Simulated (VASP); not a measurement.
Set up this calculation in VASP 6.6.1, as the native input.

* Task: electric field gradients
* Functional: PBE
* Potentials or basis: VASP PAW PBE potentials, release 64 (Nb_sv)
* Cutoff: 400 eV
* k mesh: 14 × 14 × 14
* Occupations: fermi-dirac, width 0.05 eV
* Spin: no spin polarisation
* Dipole correction: no
* Further INCAR settings: ALGO = Normal; EDIFF = 1e-08; NBANDS = 12

The structure of Nb lies in POSCAR:

```
Nb
1.0
   -1.6723326728      1.6723326728      1.6473105000
    1.6723326728     -1.6723326728      1.6473105000
    1.6723326728      1.6723326728     -1.6473105000
Nb
1
Direct
    0.0000000000      0.0000000000      0.0000000000
```

This cell differs from its parent crystal: z stretched by -1 % at fixed volume.

The input as run:

INCAR

```
ALGO = Normal ; EDIFF = 1E-8
ENCUT = 400 ; GGA = PE
GGA_COMPAT = False ; ISIF = 2
ISMEAR = -1 ; LASPH = True
LCHARG = False ; LEFG = True
LREAL = False ; LWAVE = False
NBANDS = 12 ; NELM = 120
PREC = Accurate ; SIGMA = 0.05
```

KPOINTS

```
k-points
0
Gamma
  14 14 14
```

Potentials or basis: VASP PAW PBE potentials, release 64 (Nb_sv).

The run is started by

```sh
$ cat potpaw_PBE.64/Nb_sv/POTCAR > POTCAR
$ mpirun -np 1 vasp_std > vasp.out
```

Results of the run:

The pressure is -3.2 GPa.

Caveat: without QUAD_EFG the Cq values of the log hold for a quadrupole moment of 1 mb, not for the nuclei.

It took 26 s on 1 thread of Intel(R) Xeon(R) Platinum 8375C CPU @ 2.90GHz (Ice Lake), with other jobs on the host, peak memory 0.15 GiB.
